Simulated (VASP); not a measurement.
# V4O in VASP: notebook

Runs on V4O. Level: PBE. Tasks: single point.

Program: VASP 6.6.1. These are calculated values, not measurements. Logs are shortened: lines on timing, memory, paths and dates and some standing lists are left out, and cuts for length are marked.

## 1. The cell of the first run

The cell holds a slab with vacuum, 5 atoms: a = 2.997 Å, b = 2.997 Å, c = 21.333 Å, α = 90.00°, β = 90.00°, γ = 90.00°.

## 2. Single point, PBE

File INCAR:

```
ALGO = Normal
DIPOL = 0.5 0.5 0.333
EDIFF = 1E-6
ENCUT = 520
GGA = PE
IDIPOL = 3
ISIF = 2
ISMEAR = 0
LASPH = T
LCHARG = F
LDIPOL = T
LREAL = F
LWAVE = F
NBANDS = 37
NELM = 100
PREC = Accurate
SIGMA = 0.1
```

File KPOINTS:

```
k-points
0
Gamma
  9 9 1
```

File POSCAR:

```
V4O
1.0
    2.9971751491      0.0000000000      0.0000000000
    0.0000000000      2.9971751491      0.0000000000
    0.0000000000      0.0000000000     21.3333819395
V O
4 1
Direct
    0.5000000000      0.5000000000      0.1874995728
    0.0000000000      0.0000000000      0.2577457053
    0.5000000000      0.5000000000      0.3267158760
    0.0000000000      0.0000000000      0.3906263884
    0.0000000000      0.0000000000      0.5007823874
```

Potentials or basis: VASP PAW PBE potentials, release 64 (V_sv, O).

Command:

```bash
> cat potpaw_PBE.64/V_sv/POTCAR potpaw_PBE.64/O/POTCAR > POTCAR
> mpirun -np 1 vasp_std > vasp.out
```

OUTCAR:

```text
EDIFF = 1E-6
   ENCUT = 520
   GGA = PE
   ISIF = 2
   ISMEAR = 0
   LASPH = T
   LREAL = F
   NELM = 100
   PREC = Accurate

 ion  position               nearest neighbor table
   1  0.500  0.500  0.187-   2 2.60   2 2.60   2 2.60   2 2.60
   2  0.000  0.000  0.258-   3 2.58   3 2.58   3 2.58   3 2.58   1 2.60   1 2.60   1 2.60   1 2.60
                             4 2.83
   3  0.500  0.500  0.327-   4 2.52   4 2.52   4 2.52   4 2.52   2 2.58   2 2.58   2 2.58   2 2.58

   4  0.000  0.000  0.391-   5 2.35   3 2.52   3 2.52   3 2.52   3 2.52   2 2.83
   5  0.000  0.000  0.501-   4 2.35

  LATTYP: Found a simple tetragonal cell.
 ALAT       =     2.9971751491
 C/A-ratio  =     7.1178295823

  Lattice vectors:

 A1 = (   2.9971751491,   0.0000000000,   0.0000000000)
 A2 = (   0.0000000000,   2.9971751491,   0.0000000000)
 A3 = (   0.0000000000,   0.0000000000,  21.3333819395)

Analysis of symmetry for initial positions (statically):
=====================================================================
 Subroutine PRICEL returns:
 Original cell was already a primitive cell.

 Routine SETGRP: Setting up the symmetry group for a
 simple tetragonal supercell.

 Subroutine GETGRP returns: Found  8 space group operations
 (whereof  8 operations were pure point group operations)
 out of a pool of 16 trial point group operations.

The static configuration has the point symmetry C_4v.

Analysis of symmetry for dynamics (positions and initial velocities):
=====================================================================
 Subroutine PRICEL returns:
 Original cell was already a primitive cell.

 Routine SETGRP: Setting up the symmetry group for a
 simple tetragonal supercell.

 Subroutine GETGRP returns: Found  8 space group operations
 (whereof  8 operations were pure point group operations)
 out of a pool of 16 trial point group operations.

The dynamic configuration has the point symmetry C_4v.

 Subroutine INISYM returns: Found  8 space group operations
 (whereof  8 operations are pure point group operations),
 and found     1 'primitive' translations

----------------------------------------------------------------------------------------

                                     Primitive cell

  volume of cell :     191.6390

  direct lattice vectors                    reciprocal lattice vectors
     2.997175149  0.000000000  0.000000000     0.333647501  0.000000000  0.000000000
     0.000000000  2.997175149  0.000000000     0.000000000  0.333647501  0.000000000
     0.000000000  0.000000000 21.333381940     0.000000000  0.000000000  0.046874893

  length of vectors
     2.997175149  2.997175149 21.333381940     0.333647501  0.333647501  0.046874893

  position of ions in fractional coordinates (direct lattice)
     0.500000000  0.500000000  0.187499573
     0.000000000  0.000000000  0.257745705
     0.500000000  0.500000000  0.326715876
     0.000000000  0.000000000  0.390626388
     0.000000000  0.000000000  0.500782387

  ion indices of the primitive-cell ions
   primitive index   ion index
                 1           1
                 2           2
                 3           3
                 4           4
                 5           5

----------------------------------------------------------------------------------------

 KPOINTS: k-points

Automatic generation of k-mesh.
 Grid dimensions read from file:
 generate k-points for:    9    9    1

 Generating k-lattice:

  Cartesian coordinates                     Fractional coordinates (reciprocal lattice)
     0.037071945  0.000000000  0.000000000     0.111111111  0.000000000  0.000000000
     0.000000000  0.037071945  0.000000000     0.000000000  0.111111111  0.000000000
     0.000000000  0.000000000  0.046874893     0.000000000  0.000000000  1.000000000

  Length of vectors
     0.037071945  0.037071945  0.046874893

  Shift w.r.t. Gamma in fractional coordinates (k-lattice)
     0.000000000  0.000000000  0.000000000

 Subroutine IBZKPT returns following result:
 ===========================================

 Found     15 irreducible k-points:

 Following reciprocal coordinates:
            Coordinates               Weight
  0.000000  0.000000  0.000000      1.000000
  0.111111  0.000000  0.000000      4.000000
  0.222222  0.000000  0.000000      4.000000
  0.333333  0.000000  0.000000      4.000000
  0.444444  0.000000  0.000000      4.000000
  0.111111  0.111111  0.000000      4.000000
  0.222222  0.111111  0.000000      8.000000
  0.333333  0.111111  0.000000      8.000000
  0.444444  0.111111  0.000000      8.000000
  0.222222  0.222222  0.000000      4.000000
  0.333333  0.222222  0.000000      8.000000
  0.444444  0.222222  0.000000      8.000000
  0.333333  0.333333  0.000000      4.000000
  0.444444  0.333333  0.000000      8.000000
  0.444444  0.444444  0.000000      4.000000
   k-points           NKPTS =     15   k-points in BZ     NKDIM =     15   number of bands    NBANDS=     37
   number of dos      NEDOS =    301   number of ions     NIONS =      5
   total plane-waves  NPLWV =  92160
   dimension x,y,z NGX =    24 NGY =   24 NGZ =  160
   dimension x,y,z NGXF=    48 NGYF=   48 NGZF=  320
   ions per type =               4   1
   NGX,Y,Z   is equivalent  to a cutoff of  13.31, 13.31, 12.47 a.u.
   NGXF,Y,Z  is equivalent  to a cutoff of  26.62, 26.62, 24.94 a.u.
 SYSTEM =  unknown system
   PREC   = accura    normal or accurate (medium, high low for compatibility)
   ISTART =      0    job   : 0-new  1-cont  2-samecut
   ICHARG =      2    charge: 1-file 2-atom 10-const
   ISPIN  =      1    spin polarized calculation?
   LNONCOLLINEAR =      F non collinear calculations
   LSORBIT =      F    spin-orbit coupling
   LASPH  =      T    aspherical Exc in radial PAW
   ENCUT  =  520.0 eV  38.22 Ry    6.18 a.u.   5.57  5.57 39.67*2*pi/ulx,y,z
   NELM   =    100;   NELMIN=  2; NELMDL= -5     # of ELM steps
   EDIFF  = 0.1E-05   stopping-criterion for ELM
   LREAL  =      F    real-space projection
   EDIFFG = 0.1E-04   stopping-criterion for IOM
   NSW    =      0    number of steps for IOM
   IBRION =     -1    ionic relax: 0-MD 1-quasi-New 2-CG
   NFREE  =      0    steps in history (QN), initial steepest desc. (CG)
   ISIF   =      2    stress and relaxation
   ISYM   =      2    0-nonsym 1-usesym 2-fastsym
   POTIM  = 0.5000    time-step for ionic-motion
   TEBEG  =    0.0;   TEEND  =   0.0 temperature during run
   PSTRESS=    0.0 pullay stress
   NELECT =      58.0000    total number of electrons
   NUPDOWN=      -1.0000    fix difference up-down
   EMIN   =  10.00;   EMAX   =-10.00  energy-range for DOS
   EFERMI =   0.00;   METHOD = LEGACY
   ISMEAR =     0;   SIGMA  =   0.10  broadening in eV -4-tet -1-fermi 0-gaus
   EFERMI_NEDOS =   21; number of points for ismear=-14 and -15
   IALGO  =     38    algorithm
   IMIX   =      4    mixing-type and parameters
     AMIX     =   0.40;   BMIX     =  1.00
     AMIX_MAG =   1.60;   BMIX_MAG =  1.00
  volume/ion in A,a.u.               =      38.33       258.65
  Fermi-wavevector in a.u.,A,eV,Ry     =   1.099148  2.077089 16.437557  1.208126
  Thomas-Fermi vector in A             =   2.235538
   LORBIT       =      0    0 simple, 1 ext, 2 COOP (PROOUT), +10 PAW based schemes
   GGA     = PE    functional components
   LHFCALC =     F    Hartree Fock is set to
   AEXX    =    0.0000 exact exchange contribution
   IVDW    =     0    specifies the selected vdW correction
   LEPSILON=     F    determine dielectric tensor
   LRPA    =     F    only Hartree local field effects (RPA)
 non-spin polarized calculation
 Gauss-broadening in eV      SIGMA  =   0.10
  energy-cutoff  :      520.00
  volume of cell :      191.64
 maximum number of plane-waves:      5215
 NGX is ok and might be reduce to    24
   NGX = 11   NGY = 11   NGZ = 79

 dipolmoment           0.000000      0.000000     -0.244741 electrons x Angstroem

 number of electron      57.9999986 magnetization

 dipolmoment           0.000000      0.000000      0.275319 electrons x Angstroem

 Free energy of the ion-electron system (eV)
  ---------------------------------------------------
  ext. energy  EPLUGINS =         0.00000000
  ---------------------------------------------------
  free energy    TOTEN  =       -37.00638172 eV

  energy without entropy =      -36.96145134  energy(sigma->0) =      -36.98391653

 E-fermi :  -1.5303     XC(G=0):  -5.2998

 val. band max:       -1.5435559363   @ k =   0.2222   0.1111   0.0000
 cond. band min:      -1.5241487681   @ k =   0.1111   0.1111   0.0000
 fundamental gap:      0.0194071682
 Fermi energy:        -1.5302526527

 k-point     1 :       0.0000    0.0000    0.0000
  band No.  band energies     occupation
      1     -65.8537      2.00000
      2     -65.7200      2.00000
      3     -65.3577      2.00000
      4     -65.0530      2.00000
      5     -39.7456      2.00000
      6     -39.6488      2.00000
[... 29 lines left out ...]
     36      -0.2667      0.00000
     37       0.2750      0.00000

 k-point     2 :       0.1111    0.0000    0.0000
  band No.  band energies     occupation
      1     -65.8503      2.00000
      2     -65.7157      2.00000
      3     -65.3551      2.00000
      4     -65.0563      2.00000
      5     -39.7519      2.00000
      6     -39.6728      2.00000
[... 29 lines left out ...]
     36       0.0399      0.00000
     37       0.3574      0.00000

 k-point     3 :       0.2222    0.0000    0.0000
  band No.  band energies     occupation
      1     -65.8418      2.00000
      2     -65.7046      2.00000
      3     -65.3479      2.00000
      4     -65.0652      2.00000
      5     -39.7700      2.00000
      6     -39.7348      2.00000
[... 29 lines left out ...]
     36       0.2266      0.00000
     37       0.3033      0.00000
[... 401 lines left out ...]
 k-point    14 :       0.4444    0.3333    0.0000
  band No.  band energies     occupation
      1     -65.8140      2.00000
      2     -65.6716      2.00000
      3     -65.3199      2.00000
      4     -65.0733      2.00000
      5     -39.8249      2.00000
      6     -39.8070      2.00000
[... 29 lines left out ...]
     36       0.6817      0.00000
     37       0.8241      0.00000

 k-point    15 :       0.4444    0.4444    0.0000
  band No.  band energies     occupation
      1     -65.8106      2.00000
      2     -65.6681      2.00000
      3     -65.3163      2.00000
      4     -65.0700      2.00000
      5     -39.8423      2.00000
      6     -39.8385      2.00000
[... 29 lines left out ...]
     36       0.7902      0.00000
     37       0.8995      0.00000

------------------------ aborting loop because EDIFF is reached ----------------------------------------

 vacuum level on the upper side and lower side of the slab       (xc-potential included)         2.493        -2.935

  FORCE on cell =-STRESS in cart. coord.  units (eV):
  Direction    XX          YY          ZZ          XY          YZ          ZX
  --------------------------------------------------------------------------------------
  -------------------------------------------------------------------------------------
  Total       -3.6054887     -3.6054887     -8.4586333      0.0000000      0.0000000      0.0000000
  in kB      -30.1432981    -30.1432981    -70.7174884      0.0000000      0.0000000      0.0000000
  external PRESSURE =     -43.6680282 kB  Pullay stress =       0.0000000 kB

 VOLUME and BASIS-vectors are now :
 -----------------------------------------------------------------------------
  energy-cutoff  :      520.00
  volume of cell :      191.64
      direct lattice vectors                 reciprocal lattice vectors
     2.997175149  0.000000000  0.000000000     0.333647501  0.000000000  0.000000000
     0.000000000  2.997175149  0.000000000     0.000000000  0.333647501  0.000000000
     0.000000000  0.000000000 21.333381940     0.000000000  0.000000000  0.046874893

 POSITION                                       TOTAL-FORCE (eV/Angst)
 -----------------------------------------------------------------------------------
      1.49859      1.49859      4.00000        -0.000000     -0.000000      0.667047
      0.00000      0.00000      5.49859        -0.000000     -0.000000     -0.855454
      1.49859      1.49859      6.96995        -0.000000      0.000000     -0.884585
      0.00000      0.00000      8.33338         0.000000      0.000000      4.985777
      0.00000      0.00000     10.68338        -0.000000     -0.000000     -3.912786
 -----------------------------------------------------------------------------------
    total drift:                                0.000000      0.000000     -0.000641

  FREE ENERGIE OF THE ION-ELECTRON SYSTEM (eV)
  ---------------------------------------------------
  free  energy   TOTEN  =       -37.0063817203 eV

  energy  without entropy=      -36.9614513433  energy(sigma->0) =      -36.98391653

 vacuum level on the upper side and lower side of the slab         7.735         2.182
```

It took 86 s on 1 thread of Intel Xeon 6975P-C (Granite Rapids), shared host; peak memory 0.32 GiB.

Results:

```
Free energy            : -37.0064 eV
Largest force          : 4.986 eV/Å
Band gap on the k mesh : zero (band 29 reaches -1.36 eV, above the bottom of band 30 at -2.07 eV)
```

Forces on the atoms (eV/Å):
```
V    0.000  0.000  0.667
V    0.000  0.000 -0.855
V    0.000  0.000 -0.885
V    0.000  0.000  4.986
O    0.000  0.000 -3.913
```

Caveat: the run has no spin polarisation, though such a crystal can be magnetic.

[end of part 1 of 2]
